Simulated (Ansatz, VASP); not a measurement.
## SnSe: VASP beside Ansatz

File POSCAR:

```
SnSe
1.0
    0.0000000000      2.6294771989      3.9442157983
    2.6294771989      0.0000000000      3.9442157983
    2.6294771989      2.6294771989      0.0000000000
Sn Se
1 1
Direct
    0.0000000000      0.0000000000      0.0000000000
    0.5000000000      0.5000000000      0.5000000000
```

The input INCAR.step1:

```
SYSTEM = SnSe
PREC = Accurate
ENCUT = 520
ISMEAR = 0
SIGMA = 0.05
LREAL = .False.
LASPH = .True.
NELM = 80
NBANDS = 17
GGA = PE
ALGO = Normal
EDIFF = 1E-4
LWAVE = .True.
LCHARG = .False.
```

INCAR.step2

```
SYSTEM = SnSe
PREC = Accurate
ENCUT = 520
EDIFF = 1E-7
ISMEAR = 0
SIGMA = 0.05
LREAL = .False.
LASPH = .True.
NELM = 80
ALGO = Normal
ISIF = 2
LWAVE = .False.
LCHARG = .False.
METAGGA = R2SCAN
LMIXTAU = .True.
NBANDS = 17
ISTART = 1
```

Contents of KPOINTS:

```
regular mesh
0
Gamma
  12 12 12
  0 0 0
```

Input for Ansatz:

```yaml
crystal:
  lattice:
    - [0.0, 2.6294771989, 3.9442157983]
    - [2.6294771989, 0.0, 3.9442157983]
    - [2.6294771989, 2.6294771989, 0.0]
  atoms:
    - { symbol: Sn, position: [0.0, 0.0, 0.0] }
    - { symbol: Se, position: [0.5, 0.5, 0.5] }
basis:
  ecutwfc: 500
kpoints:
  mp_grid: { grid: [12, 12, 12] }
hamiltonian:
  xc: r2scan
scf:
  occupations: { method: gaussian, width: 0.05 }
output:
  forces: true
  stress: true
  eigenvalues: true
  write_density: true
  write_potential: true
  elf: true
  volumetric_format: npy
```

Alike in both runs: task single point; functional r2SCAN; k mesh 12 × 12 × 12; occupations gaussian, width 0.05 eV; no spin polarisation.

|  | VASP | Ansatz |
| --- | --- | --- |
| version | VASP 6.6.1 | Ansatz 0.2.0 |
| potentials or method | VASP PAW PBE potentials, release 64 (Sn_d, Se), cutoff 520 eV | scalar-relativistic, plane waves, PAW |
| valence electrons in the cell | 20 | 30 |

|  | VASP | Ansatz | Ansatz less VASP |
| --- | --- | --- | --- |
| gap on the k mesh at the Fermi level (eV) | none | none | - |
| pressure (GPa) | 14.1 | 14.1 | -0.03 |
| traceless stress, the component that is largest in VASP (GPa) | -16.42 | -16.35 | +0.073 |

VASP's potentials were made for PBE, not for r2SCAN. A gap of «none» marks a metal or a gap that the smearing closes. VASP's potentials hold 20 valence electrons a cell and Ansatz's 30, so a difference there can come from the potentials and not from the codes.
